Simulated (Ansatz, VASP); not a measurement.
## One calculation of MgS, two programs

File INCAR:

```
ALGO = Normal
EDIFF = 1E-6
ENCUT = 520
GGA = PE
ISIF = 2
ISMEAR = -1
LASPH = T
LCHARG = F
LREAL = F
LWAVE = F
NBANDS = 11
NELM = 80
PREC = Accurate
SIGMA = 0.01
```

The input KPOINTS:

```
k-points
0
Gamma
  8 8 8
```

File POSCAR:

```
MgS
1.0
    0.0000000000      2.5929487644      2.5929487644
    2.5929487644      0.0000000000      2.5929487644
    2.5929487644      2.5929487644      0.0000000000
Mg S
1 1
Direct
    0.0000000000      0.0000000000      0.0000000000
    0.5000000000      0.5000000000      0.5000000000
```

Input for Ansatz:

```yaml
crystal:
  lattice:
    - [0.0, 2.5929487644, 2.5929487644]
    - [2.5929487644, 0.0, 2.5929487644]
    - [2.5929487644, 2.5929487644, 0.0]
  atoms:
    - { symbol: Mg, position: [0.0, 0.0, 0.0] }
    - { symbol: S, position: [0.5, 0.5, 0.5] }
kpoints:
  mp_grid: { grid: [8, 8, 8] }
  band_path:
    path:
      - [0.0, 0.0, 0.0]
      - [0.5, 0.0, 0.5]
      - [0.625, 0.25, 0.625]
      - [0.375, 0.375, 0.75]
      - [0.0, 0.0, 0.0]
      - [0.5, 0.5, 0.5]
      - [0.5, 0.25, 0.75]
      - [0.5, 0.0, 0.5]
    npoints: 5
scf:
  occupations: { method: fermi_dirac, width: 0.01 }
hamiltonian:
  xc: pbe
  pseudopotentials: { kind: all_electron, lapw: { basis_error: 0.00025 } }
output:
  forces: true
  stress: true
  eigenvalues: true
```

Change from the starting cell: volume scaled by 0.99.

Alike in both runs: task single point; functional PBE; k mesh 8 × 8 × 8; occupations fermi-dirac, width 0.01 eV; no spin polarisation.

|  | VASP | Ansatz |
| --- | --- | --- |
| version | VASP 6.6.1 | Ansatz 0.2.0 |
| potentials or method | VASP PAW PBE potentials, release 64 (Mg, S), cutoff 520 eV | all-electron LAPW, scalar-relativistic |

Ansatz gave:

* gap on the k mesh at the Fermi level (eV): 2.81
* pressure (GPa): 2.0

Task: Estimate VASP's values.

Result: gap on the k mesh at the Fermi level (eV): 2.80; pressure (GPa): 1.7.

Ansatz ran all-electron here, and VASP with PAW potentials.
